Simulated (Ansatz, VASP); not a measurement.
## GaP2: VASP beside Ansatz

File INCAR:

```
SYSTEM = GaP2
PREC = Accurate
ENCUT = 600
EDIFF = 1E-7
ISMEAR = 0
SIGMA = 0.2
LREAL = .FALSE.
LASPH = .TRUE.
NELM = 100
ALGO = Normal
ISIF = 3
LWAVE = .FALSE.
LCHARG = .FALSE.
GGA = PE
IBRION = 2
NSW = 36
EDIFFG = -0.08
```

Contents of KPOINTS:

```
regular mesh
0
G
  3 3 3
  0 0 0
```

POSCAR

```
GaP2
1.0
    5.9500000000      0.0000000000      0.0000000000
    0.0000000000      5.9500000000      0.0000000000
    0.0000000000      0.0000000000      5.9500000000
Ga P
4 8
Direct
    0.0000000000      0.0000000000      0.0000000000
    0.5000000000      0.0000000000      0.5000000000
    0.0000000000      0.5000000000      0.5000000000
    0.5000000000      0.5000000000      0.0000000000
    0.1070000000      0.6070000000      0.8930000000
    0.8930000000      0.3930000000      0.1070000000
    0.8930000000      0.1070000000      0.6070000000
    0.1070000000      0.8930000000      0.3930000000
    0.6070000000      0.8930000000      0.1070000000
    0.3930000000      0.1070000000      0.8930000000
    0.6070000000      0.6070000000      0.6070000000
    0.3930000000      0.3930000000      0.3930000000
```

Input for Ansatz:

```yaml
crystal:
  lattice:
    - [5.95, 0.0, 0.0]
    - [0.0, 5.95, 0.0]
    - [0.0, 0.0, 5.95]
  atoms:
    - { symbol: Ga, position: [0.0, 0.0, 0.0] }
    - { symbol: Ga, position: [0.5, 0.0, 0.5] }
    - { symbol: Ga, position: [0.0, 0.5, 0.5] }
    - { symbol: Ga, position: [0.5, 0.5, 0.0] }
    - { symbol: P, position: [0.107, 0.607, 0.893] }
    - { symbol: P, position: [0.893, 0.393, 0.107] }
    - { symbol: P, position: [0.893, 0.107, 0.607] }
    - { symbol: P, position: [0.107, 0.893, 0.393] }
    - { symbol: P, position: [0.607, 0.893, 0.107] }
    - { symbol: P, position: [0.393, 0.107, 0.893] }
    - { symbol: P, position: [0.607, 0.607, 0.607] }
    - { symbol: P, position: [0.393, 0.393, 0.393] }
basis:
  ecutwfc: 420
kpoints:
  mp_grid: { grid: [3, 3, 3] }
hamiltonian:
  xc: pbe
scf:
  occupations: { method: gaussian, width: 0.2 }
  lower_state_search: "off"
output:
  forces: true
  stress: true
  eigenvalues: true
relax:
  adjacent_minimum: "off"
  f_tol: 0.08
  max_steps: 16
  cell: { stress_tol: 0.8 }
```

Alike in both runs: task relaxation of cell and atoms; functional PBE; k mesh 3 × 3 × 3; occupations gaussian, width 0.2 eV; no spin polarisation.

```csv
,VASP,Ansatz
version,VASP 6.6.1,Ansatz 0.2.0
potentials or method,"VASP PAW PBE potentials, release 64 (Ga_d, P), cutoff 600 eV","scalar-relativistic, plane waves, PAW"
valence electrons in the cell,92,92
```

|  | VASP | Ansatz | Ansatz less VASP |
| --- | --- | --- | --- |
| gap on the k mesh at the Fermi level, each at its own relaxed structure (eV) | none | none | - |
| relaxed volume (Å³/atom) | 18.09 | 18.18 | +0.088 |
| relaxed cell length with the largest relative difference (Å) | 6.010 | 6.020 | +0.0097 |

A gap of «none» marks a metal or a gap that the smearing closes.
